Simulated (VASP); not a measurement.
**CaBeCdP2: relaxation of cell and atoms with PBE**

Crystal: CaBeCdP2.

```
Ca Be Cd P
1.0
     4.66583    0.00000    0.00000
     0.00000    4.66583    0.00000
     0.00000    0.00000    4.50421
Ca Be Cd P
1 1 1 2
Direct
  0.00000 0.00000 0.00000
  0.50000 0.50000 0.50000
  0.50000 0.50000 0.00000
  0.50000 0.00000 0.50000
  0.00000 0.50000 0.50000
```

```
Program                : VASP 6.6.1
Task                   : relaxation of cell and atoms
Functional             : PBE
Potentials or basis    : VASP PAW PBE potentials, release 64 (Ca_sv, Be, Cd, P)
Cutoff                 : 600 eV
k mesh                 : 8 × 8 × 8
Occupations            : gaussian, width 0.1 eV
Spin                   : no spin polarisation
Dipole correction      : no
Further INCAR settings : ALGO = Normal; EDIFF = 1e-06; IBRION = 2; EDIFFG = -0.01; NSW = 100; ISIF = 3
```

```yaml
Relaxed_volume: 19.34 Å³/atom
Relaxed_cell: a = 4.521 Å, b = 4.521 Å, c = 4.732 Å, α = 90.00°, β = 90.00°, γ = 90.00°
Space_group_after_relaxing_to_0.05_Å: P4/mmm (No. 123)
Energy_gained_by_relaxing: 16.8 meV/atom
Ionic_steps: 6
Pressure_after_relaxing: 0.0 GPa
Band_gap_on_the_k_mesh: zero (band 17 reaches 6.15 eV, above the bottom of band 18 at 3.78 eV)
```

The path:
| step | energy change (eV) | largest force (eV/Å) | pressure (GPa) | volume (Å³) |
| --- | --- | --- | --- | --- |
| 1 | 0.0000 | 0.0000 | -0.74 | 98.06 |
| 2 | -0.0517 | 0.0000 | -0.07 | 96.76 |
| 3 | -0.0762 | 0.0000 | 1.16 | 94.81 |
| 4 | -0.0837 | 0.0000 | -0.04 | 96.83 |
| 5 | -0.0838 | 0.0000 | 0.11 | 96.57 |
| 6 | -0.0840 | 0.0000 | 0.03 | 96.69 |

Final structure:
```xyz
5
Lattice="4.5205 0.0000 0.0000 0.0000 4.5205 0.0000 0.0000 0.0000 4.7317" Properties=species:S:1:pos:R:3 pbc="T T T"
Ca    0.0000    4.5205    0.0000
Be    2.2603    2.2603    2.3659
Cd    2.2603    2.2603    4.7317
P     2.2603    4.5205    2.3659
P     0.0000    2.2603    2.3659
```

Levels at points of the mesh, in eV from the Fermi level:
```csv
k point,band 13,band 14,band 15,band 16,band 17,band 18,band 19,band 20,band 21
"(0.00, 0.00, 0.00)",-4.63,-3.89,-3.28,-0.19,0.60,0.60,0.79,2.36,2.70
"(0.50, 0.00, 0.00)",-3.99,-3.21,-1.73,-1.44,-1.39,-0.50,-0.02,2.01,2.27
"(0.50, 0.50, 0.00)",-4.52,-1.66,-1.66,-0.94,-0.33,1.45,1.48,1.48,1.93
"(0.00, 0.00, 0.50)",-4.20,-4.20,-1.36,-0.06,0.32,0.32,1.32,1.96,1.96
"(0.50, 0.00, 0.50)",-3.85,-3.40,-3.40,-1.80,-1.23,0.92,0.96,2.91,3.18
"(0.50, 0.50, 0.50)",-4.28,-4.11,-3.11,-3.11,1.43,2.05,2.42,3.39,3.39
```

Wall time 8 min on 1 thread of Oxide Virtual Turin-like Processor (shared host), peak memory 0.38 GiB.
